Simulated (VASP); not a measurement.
# Au (I4/mmm) in VASP: a series of runs

Au is run at these levels: r2SCAN; tasks: single point.

Program: VASP 6.6.1. These are calculated values, not measurements. Logs are shortened: lines on timing, memory, paths and dates and some standing lists are left out, and cuts for length are marked.

### Step 1. The cell of the first run

Symmetry: I4/mmm, No. 139, tetragonal system. The conventional cell has a = 3.439 Å, b = 3.439 Å, c = 3.275 Å, α = 90.00°, β = 90.00°, γ = 90.00°. Within 3.9 Å of Au (site symmetry 4/mmm) lie 14 Au at 2.93 to 3.44 Å.

### Step 2. Single point, r2SCAN (strain +0.050 along x and y, +0.000 along z)

Contents of POSCAR:

```
Au
1.0
   -1.7195723815      1.7195723815      1.6376879824
    1.7195723815     -1.7195723815      1.6376879824
    1.7195723815      1.7195723815     -1.6376879824
Au
1
Direct
    0.0000000000      0.0000000000      0.0000000000
```

Contents of INCAR.step1:

```
SYSTEM = Au
ALGO     = Normal         ! electronic algorithm
EDIFF    = 1E-4           ! SCF threshold, eV
ENCUT    = 520            ! plane-wave cutoff, eV
GGA      = PE             ! functional
ISMEAR   = 0              ! smearing method
LASPH    = .True.         ! aspherical terms in the spheres
LCHARG   = .False.        ! write CHGCAR
LREAL    = .False.        ! projectors in reciprocal space
LWAVE    = .True.         ! write WAVECAR
NBANDS   = 12             ! bands
NELM     = 100            ! most SCF steps
PREC     = Accurate       ! precision mode
SIGMA    = 0.15           ! smearing width, eV
```

Contents of INCAR.step2:

```
SYSTEM = Au
ALGO     = Normal         ! electronic algorithm
EDIFF    = 1E-6           ! SCF threshold, eV
ENCUT    = 520            ! plane-wave cutoff, eV
ISIF     = 2              ! what is computed and relaxed
ISMEAR   = 0              ! smearing method
ISTART   = 1            
LASPH    = .True.         ! aspherical terms in the spheres
LCHARG   = .True.         ! write CHGCAR
LELF     = .True.         ! ELF
LMIXTAU  = .True.       
LREAL    = .False.        ! projectors in reciprocal space
LVHAR    = .True.       
LWAVE    = .False.        ! write WAVECAR
METAGGA  = R2SCAN         ! meta-GGA
NBANDS   = 12             ! bands
NELM     = 100            ! most SCF steps
PREC     = Accurate       ! precision mode
SIGMA    = 0.15           ! smearing width, eV
```

Contents of KPOINTS:

```
k-points
0
Gamma
  26 26 26
  0 0 0
```

Potentials or basis: VASP PAW PBE potentials, release 64 (Au).

Started as:

```console
$ cat potpaw_PBE.64/Au/POTCAR > POTCAR
$ cp INCAR.step1 INCAR
$ mpirun -np 1 vasp_std > vasp.out
$ cp INCAR.step2 INCAR
$ mpirun -np 1 vasp_std > vasp.out
```

OUTCAR:

```text
SYSTEM = Au
   EDIFF = 1E-6
   ENCUT = 520
   ISIF = 2
   ISMEAR = 0
   ISTART = 1
   LASPH = .True.
   LREAL = .False.
   METAGGA = R2SCAN
   NELM = 100
   PREC = Accurate

 ion  position               nearest neighbor table
   1  0.000  0.000  0.000-

  LATTYP: Found a body centered tetragonal cell.
 ALAT       =     3.4391447630
 C/A-ratio  =     0.9523809524

  Lattice vectors:

 A1 = (  -1.7195723815,   1.7195723815,   1.6376879824)
 A2 = (   1.7195723815,  -1.7195723815,   1.6376879824)
 A3 = (   1.7195723815,   1.7195723815,  -1.6376879824)

Analysis of symmetry for initial positions (statically):
=====================================================================
 Subroutine PRICEL returns:
 Original cell was already a primitive cell.

 Routine SETGRP: Setting up the symmetry group for a
 body centered tetragonal supercell.

 Subroutine GETGRP returns: Found 16 space group operations
 (whereof 16 operations were pure point group operations)
 out of a pool of 16 trial point group operations.

The static configuration has the point symmetry D_4h.

Analysis of symmetry for dynamics (positions and initial velocities):
=====================================================================
 Subroutine PRICEL returns:
 Original cell was already a primitive cell.

 Routine SETGRP: Setting up the symmetry group for a
 body centered tetragonal supercell.

 Subroutine GETGRP returns: Found 16 space group operations
 (whereof 16 operations were pure point group operations)
 out of a pool of 16 trial point group operations.

The dynamic configuration has the point symmetry D_4h.

 Subroutine INISYM returns: Found 16 space group operations
 (whereof 16 operations are pure point group operations),
 and found     1 'primitive' translations

----------------------------------------------------------------------------------------

                                     Primitive cell

  volume of cell :      19.3701

  direct lattice vectors                    reciprocal lattice vectors
    -1.719572381  1.719572381  1.637687982     0.000000000  0.290769964  0.305308463
     1.719572381 -1.719572381  1.637687982     0.290769964  0.000000000  0.305308463
     1.719572381  1.719572381 -1.637687982     0.290769964  0.290769964  0.000000000

  length of vectors
     2.931873169  2.931873169  2.931873169     0.421616448  0.421616448  0.411210827

[... 85 lines left out ...]
   ISYM   =      2    0-nonsym 1-usesym 2-fastsym
   POTIM  = 0.5000    time-step for ionic-motion
   TEBEG  =    0.0;   TEEND  =   0.0 temperature during run
   PSTRESS=    0.0 pullay stress
   NELECT =      11.0000    total number of electrons
   NUPDOWN=      -1.0000    fix difference up-down
   EMIN   =  10.00;   EMAX   =-10.00  energy-range for DOS
   EFERMI =   0.00;   METHOD = LEGACY
   ISMEAR =     0;   SIGMA  =   0.15  broadening in eV -4-tet -1-fermi 0-gaus
   EFERMI_NEDOS =   21; number of points for ismear=-14 and -15
   IALGO  =     38    algorithm
   IMIX   =      4    mixing-type and parameters
     AMIX     =   0.40;   BMIX     =  1.00
     AMIX_MAG =   1.60;   BMIX_MAG =  1.00
  volume/ion in A,a.u.               =      19.37       130.72
  Fermi-wavevector in a.u.,A,eV,Ry     =   1.355694  2.561890 25.006235  1.837906
  Thomas-Fermi vector in A             =   2.482760
   LORBIT       =      0    0 simple, 1 ext, 2 COOP (PROOUT), +10 PAW based schemes
   METAGGA = R2SCAN    functional components
   LHFCALC =     F    Hartree Fock is set to
   AEXX    =    0.0000 exact exchange contribution
   IVDW    =     0    specifies the selected vdW correction
   LEPSILON=     F    determine dielectric tensor
   LRPA    =     F    only Hartree local field effects (RPA)
 non-spin polarized calculation
 Gauss-broadening in eV      SIGMA  =   0.15
  energy-cutoff  :      520.00
  volume of cell :       19.37
 maximum number of plane-waves:       539
 NGX is ok and might be reduce to    24
   NGX = 11   NGY = 11   NGZ = 11

 number of electron      10.9999999 magnetization

 Free energy of the ion-electron system (eV)
  ---------------------------------------------------
  ext. energy  EPLUGINS =         0.00000000
  ---------------------------------------------------
  free energy    TOTEN  =       -50.51371875 eV

  energy without entropy =      -50.50997486  energy(sigma->0) =      -50.51184680

 E-fermi :   7.4138     XC(G=0): -12.7294

 val. band max:        7.4121483063   @ k =   0.5000   0.3462   0.0769
 cond. band min:       7.4262775185   @ k =  -0.2308  -0.3462   0.1538
 fundamental gap:      0.0141292121
 Fermi energy:         7.4137719675

 k-point     1 :       0.0000    0.0000    0.0000
  band No.  band energies     occupation
      1      -1.3968      2.00000
      2       2.7108      2.00000
      3       2.9822      2.00000
      4       2.9822      2.00000
      5       4.3093      2.00000
      6       4.6231      2.00000
      7      24.3649      0.00000
      8      24.3649      0.00000
      9      25.2552      0.00000
     10      29.8622      0.00000
     11      29.8622      0.00000
     12      31.1949      0.00000
[... 331 lines left out ...]
 k-point    24 :       0.3846    0.0385    0.0000
  band No.  band energies     occupation
      1       1.0228      2.00000
      2       1.9868      2.00000
      3       4.2840      2.00000
      4       4.7175      2.00000
      5       5.1988      2.00000
      6       5.9957      2.00000
      7      12.9001      0.00000
      8      20.3934      0.00000
      9      21.1267      0.00000
     10      27.7033      0.00000
     11      28.2484      0.00000
     12      30.9576      0.00000

 [... further k-points ...]

------------------------ aborting loop because EDIFF is reached ----------------------------------------

  FORCE on cell =-STRESS in cart. coord.  units (eV):
  Direction    XX          YY          ZZ          XY          YZ          ZX
  --------------------------------------------------------------------------------------
  -------------------------------------------------------------------------------------
  Total       -1.2697827     -1.2697827     -1.3418804      0.0000000      0.0000000      0.0000000
  in kB     -105.0286837   -105.0286837   -110.9921594      0.0000000      0.0000000      0.0000000
  external PRESSURE =    -107.0165089 kB  Pullay stress =       0.0000000 kB

 VOLUME and BASIS-vectors are now :
 -----------------------------------------------------------------------------
  energy-cutoff  :      520.00
  volume of cell :       19.37
      direct lattice vectors                 reciprocal lattice vectors
    -1.719572381  1.719572381  1.637687982     0.000000000  0.290769964  0.305308463
     1.719572381 -1.719572381  1.637687982     0.290769964  0.000000000  0.305308463
     1.719572381  1.719572381 -1.637687982     0.290769964  0.290769964  0.000000000

 POSITION                                       TOTAL-FORCE (eV/Angst)
 -----------------------------------------------------------------------------------
      0.00000      0.00000      0.00000         0.000000      0.000000      0.000000
 -----------------------------------------------------------------------------------
    total drift:                               -0.000000     -0.000000      0.000000

  FREE ENERGIE OF THE ION-ELECTRON SYSTEM (eV)
  ---------------------------------------------------
  free  energy   TOTEN  =       -50.5137187454 eV

  energy  without entropy=      -50.5099748567  energy(sigma->0) =      -50.51184680
```

It took 30 min on 1 thread of Oxide Virtual Turin-like, shared host; peak memory 0.36 GiB.

Results:

* Free energy: -50.5137 eV
* Pressure: -10.7 GPa

Stress tensor (GPa, compression positive):
```
-10.50   0.00   0.00
  0.00 -10.50   0.00
  0.00   0.00 -11.10
```

Levels at points of the mesh, in eV from the Fermi level:
| k point | band 2 | band 3 | band 4 | band 5 | band 6 | band 7 | band 8 | band 9 | band 10 | band 11 |
| --- | --- | --- | --- | --- | --- | --- | --- | --- | --- | --- |
| (0.00, 0.00, 0.00) | -4.70 | -4.43 | -4.43 | -3.10 | -2.79 | 16.95 | 16.95 | 17.84 | 22.45 | 22.45 |
| (0.50, 0.00, 0.00) | -5.51 | -3.03 | -2.65 | -1.64 | 0.12 | 3.04 | 12.63 | 13.16 | 20.37 | 21.13 |
| (0.50, 0.50, 0.00) | -5.22 | -3.28 | -2.89 | -1.69 | -0.14 | 2.66 | 13.39 | 14.25 | 21.79 | 21.85 |
| (0.50, 0.50, 0.50) | -6.08 | -1.99 | -1.99 | -1.90 | 6.00 | 6.00 | 7.38 | 8.45 | 14.85 | 15.88 |

Caveat: the cell differs from its parent crystal (strain +0.050 along x and y, +0.000 along z); the PAW data sets were made with another functional, which shifts forces and pressure a little; spin-orbit coupling is left out, which moves the levels of the heavy elements.

### Step 3. Single point, r2SCAN (strain +0.025 along x and y, +0.050 along z)

Contents of POSCAR:

```
Au
1.0
   -1.6786301820      1.6786301820      1.7195723815
    1.6786301820     -1.6786301820      1.7195723815
    1.6786301820      1.6786301820     -1.7195723815
Au
1
Direct
    0.0000000000      0.0000000000      0.0000000000
```

Contents of INCAR.step1:

```
SYSTEM = Au
ALGO = Normal
EDIFF = 1E-4
ENCUT = 520
GGA = PE
ISMEAR = 0
LASPH = .True.
LCHARG = .False.
LREAL = .False.
LWAVE = .True.
NBANDS = 12
NELM = 60
PREC = Accurate
SIGMA = 0.15
```

Contents of INCAR.step2:

```
SYSTEM = Au
ALGO = Normal
EDIFF = 1E-6
ENCUT = 520
ISIF = 2
ISMEAR = 0
ISTART = 1
LASPH = .True.
LCHARG = .False.
LMIXTAU = .True.
LREAL = .False.
LWAVE = .False.
METAGGA = R2SCAN
NBANDS = 12
NELM = 60
PREC = Accurate
SIGMA = 0.15
```

KPOINTS is that of step 2.

Potentials or basis: VASP PAW PBE potentials, release 64 (Au).

Started as:

```console
$ cat potpaw_PBE.64/Au/POTCAR > POTCAR
$ cp INCAR.step1 INCAR
$ mpirun -np 1 vasp_std > vasp.out
$ cp INCAR.step2 INCAR
$ mpirun -np 1 vasp_std > vasp.out
```

OUTCAR:

```text
SYSTEM = Au
   EDIFF = 1E-6
   ENCUT = 520
   ISIF = 2
   ISMEAR = 0
   ISTART = 1
   LASPH = .True.
   LREAL = .False.
   METAGGA = R2SCAN
   NELM = 60
   PREC = Accurate

 ion  position               nearest neighbor table
   1  0.000  0.000  0.000-

  LATTYP: Found a body centered tetragonal cell.
 ALAT       =     3.3572603640
 C/A-ratio  =     1.0243902439

  Lattice vectors:

 A1 = (  -1.6786301820,   1.6786301820,   1.7195723815)
[... 539 lines left out ...]
     10      28.2900      0.00000
     11      28.6038      0.00000
     12      30.9739      0.00000

 [... further k-points ...]

------------------------ aborting loop because EDIFF is reached ----------------------------------------

  FORCE on cell =-STRESS in cart. coord.  units (eV):
  Direction    XX          YY          ZZ          XY          YZ          ZX
  --------------------------------------------------------------------------------------
  -------------------------------------------------------------------------------------
  Total       -1.3098900     -1.3098900     -1.2794232      0.0000000     -0.0000000      0.0000000
  in kB     -108.2816607   -108.2816607   -105.7631317      0.0000000     -0.0000000      0.0000000
  external PRESSURE =    -107.4421510 kB  Pullay stress =       0.0000000 kB

 VOLUME and BASIS-vectors are now :
 -----------------------------------------------------------------------------
  energy-cutoff  :      520.00
  volume of cell :       19.38
      direct lattice vectors                 reciprocal lattice vectors
    -1.678630182  1.678630182  1.719572381     0.000000000  0.297861915  0.290769964
     1.678630182 -1.678630182  1.719572381     0.297861915  0.000000000  0.290769964
     1.678630182  1.678630182 -1.719572381     0.297861915  0.297861915  0.000000000

 POSITION                                       TOTAL-FORCE (eV/Angst)
 -----------------------------------------------------------------------------------
      0.00000      0.00000      0.00000        -0.000000      0.000000     -0.000000
 -----------------------------------------------------------------------------------
    total drift:                               -0.000000      0.000000      0.000000

  FREE ENERGIE OF THE ION-ELECTRON SYSTEM (eV)
  ---------------------------------------------------
  free  energy   TOTEN  =       -50.5122116743 eV

  energy  without entropy=      -50.5084892445  energy(sigma->0) =      -50.51035046
```

Wall time 21 min (1 thread of Oxide Virtual Turin-like, shared host); peak memory 0.36 GiB.

What came out:

* Free energy: -50.5122 eV
* Pressure: -10.7 GPa

Levels at points of the mesh, in eV from the Fermi level:
```
           k point  band 4  band 5  band 6  band 7  band 8  band 9
(0.00, 0.00, 0.00)   -4.45   -3.01   -2.86   16.99   17.38   17.38
(0.50, 0.00, 0.00)   -2.80   -1.67   -0.01    2.84   13.00   13.68
(0.50, 0.50, 0.00)   -2.74   -1.64    0.11    3.02   12.62   13.15
(0.50, 0.50, 0.50)   -1.95   -1.95    6.00    6.67    6.67    8.50
```

Caveat: the cell differs from its parent crystal (strain +0.025 along x and y, +0.050 along z); the PAW data sets were made with another functional, which shifts forces and pressure a little; spin-orbit coupling is left out, which moves the levels of the heavy elements.

### Step 4. Single point, r2SCAN (strain +0.000 along x and y, +0.050 along z)

Contents of POSCAR:

```
Au
1.0
   -1.6376879824      1.6376879824      1.7195723815
    1.6376879824     -1.6376879824      1.7195723815
    1.6376879824      1.6376879824     -1.7195723815
Au
1
Direct
    0.0000000000      0.0000000000      0.0000000000
```

Contents of INCAR.step1:

```
ALGO = Normal
EDIFF = 1E-4
ENCUT = 520
GGA = PE
ISMEAR = 0
LASPH = True
LCHARG = False
LREAL = False
LWAVE = True
NBANDS = 12
NELM = 60
PREC = Accurate
SIGMA = 0.15
```

Contents of INCAR.step2:

```
ALGO = Normal
EDIFF = 1E-6
ENCUT = 520
ISIF = 2
ISMEAR = 0
ISTART = 1
LASPH = True
LCHARG = False
LMIXTAU = True
LREAL = False
LWAVE = False
METAGGA = R2SCAN
NBANDS = 12
NELM = 60
PREC = Accurate
SIGMA = 0.15
```

Contents of KPOINTS:

```
k-points
0
Gamma
  26 26 26
```

Started as:

```console
$ cat potpaw_PBE.64/Au/POTCAR > POTCAR
$ cp INCAR.step1 INCAR
$ mpirun -np 1 vasp_std > vasp.out
$ cp INCAR.step2 INCAR
$ mpirun -np 1 vasp_std > vasp.out
```

Run time: 30 min. Hardware: 1 thread of Oxide Virtual Turin-like, shared host; peak memory 0.35 GiB.

Results (log left out):

- Free energy: -50.5619 eV
- Pressure: -6.0 GPa

Stress tensor (GPa, compression positive):
```
-6.09  0.00  0.00
 0.00 -6.09  0.00
 0.00  0.00 -5.78
```

Levels at points of the mesh, in eV from the Fermi level:
```csv
k point,band 2,band 3,band 4,band 5,band 6,band 7,band 8,band 9,band 10,band 11
"(0.00, 0.00, 0.00)",-4.85,-4.85,-4.58,-3.20,-2.90,16.79,17.59,17.59,22.79,24.28
"(0.50, 0.00, 0.00)",-5.63,-3.35,-2.85,-1.66,-0.26,3.06,13.22,14.26,22.05,22.27
"(0.50, 0.50, 0.00)",-5.94,-2.94,-2.76,-1.59,0.01,3.44,12.49,13.16,20.61,21.55
"(0.50, 0.50, 0.50)",-6.47,-2.04,-1.94,-1.94,5.61,6.99,6.99,9.01,15.45,16.31
```

Caveat: the cell differs from its parent crystal (strain +0.000 along x and y, +0.050 along z); the PAW data sets were made with another functional, which shifts forces and pressure a little; spin-orbit coupling is left out, which moves the levels of the heavy elements.

### Step 5. Summary

| cell | gap on the mesh (eV) | pressure (GPa) |
| --- | --- | --- |
| a = 2.932 Å, angles 108.2, 108.2, 112.1°, 1 atom | none | -10.7 |
| a = 2.931 Å, angles 110.1, 110.1, 108.2°, 1 atom | none | -10.7 |
| a = 2.885 Å, angles 110.8, 110.8, 106.8°, 1 atom | none | -6.0 |

Alike in all rows: task single point; level r2SCAN; potentials or basis VASP PAW PBE potentials, release 64 (Au); no spin polarisation; k mesh 26 × 26 × 26; cutoff (eV) 520; smearing gaussian 0.15 eV.

Caveats: the PAW data sets were made with another functional, which shifts forces and pressure a little; spin-orbit coupling is left out, which moves the levels of the heavy elements.

Total energies depend on the potentials used, so only differences within one code and one set of settings carry meaning.
